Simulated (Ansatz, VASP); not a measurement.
**NaI: VASP beside Ansatz**

File INCAR:

```
ALGO     = Normal         # electronic algorithm
EDIFF    = 1E-7           # SCF threshold, eV
EDIFFG   = -0.001         # ionic threshold
ENCUT    = 450            # plane-wave cutoff, eV
GGA      = PE             # functional
GGA_COMPAT= False        
IBRION   = 2              # ionic algorithm
ISIF     = 2              # what is computed and relaxed
ISMEAR   = 0              # smearing method
LASPH    = True           # aspherical terms in the spheres
LCHARG   = False          # write CHGCAR
LREAL    = False          # projectors in reciprocal space
LWAVE    = False          # write WAVECAR
NELM     = 120            # most SCF steps
NELMIN   = 4            
NSW      = 100            # ionic steps
PREC     = Accurate       # precision mode
SIGMA    = 0.01           # smearing width, eV
```

Contents of KPOINTS:

```
k-points
0
Gamma
  2 2 2
```

File POSCAR:

```
NaI
1.0
    0.0000000000      3.2364000000      3.2364000000
    3.2364000000      0.0000000000      3.2364000000
    3.2364000000      3.2364000000      0.0000000000
Na I
1 1
Direct
    0.0000000000      0.0000000000      0.0000000000
    0.5000000000      0.5000000000      0.5000000000
```

Input for Ansatz:

```yaml
crystal:
  lattice:
    - [0.0, 3.2364, 3.2364]
    - [3.2364, 0.0, 3.2364]
    - [3.2364, 3.2364, 0.0]
  atoms:
    - { symbol: Na, position: [0.0, 0.0, 0.0] }
    - { symbol: I, position: [0.5, 0.5, 0.5] }
accuracy: low
basis:
  ecutwfc: 639.467576780718
kpoints:
  mp_grid:
    grid: [2, 2, 2]
    shift: [0.0, 0.0, 0.0]
hamiltonian:
  xc: pbe
scf:
  n_extra_bands: 16
  convergence:
    dr2_threshold: 1.0e-07
  occupations:
    method: fixed
relax:
  f_tol: 0.001
  max_steps: 100
output:
  write_density: true
  volumetric_format: npy
  elf: true
```

Alike in both runs: task relaxation of the atoms; functional PBE; k mesh 2 × 2 × 2; no spin polarisation.

|  | VASP | Ansatz |
| --- | --- | --- |
| version | VASP 6.6.1 | Ansatz 0.2.0 |
| potentials or method | VASP PAW PBE potentials, release 64 (Na_pv, I), cutoff 450 eV | plane waves, PAW |
| occupations | gaussian, width 0.01 eV | fixed |
| valence electrons in the cell | 14 | 26 |

```csv
,VASP,Ansatz,Ansatz less VASP
"gap on the k mesh at the Fermi level, each at its own relaxed structure (eV)",3.57,3.58,+0.005
```

VASP's potentials hold 14 valence electrons a cell and Ansatz's 26, so a difference there can come from the potentials and not from the codes.

The k mesh is coarse, so the values compare programs but aren't converged. Spin-orbit coupling is off throughout. Noted on VASP's run: the relaxation stopped at its first step, so nothing moved.
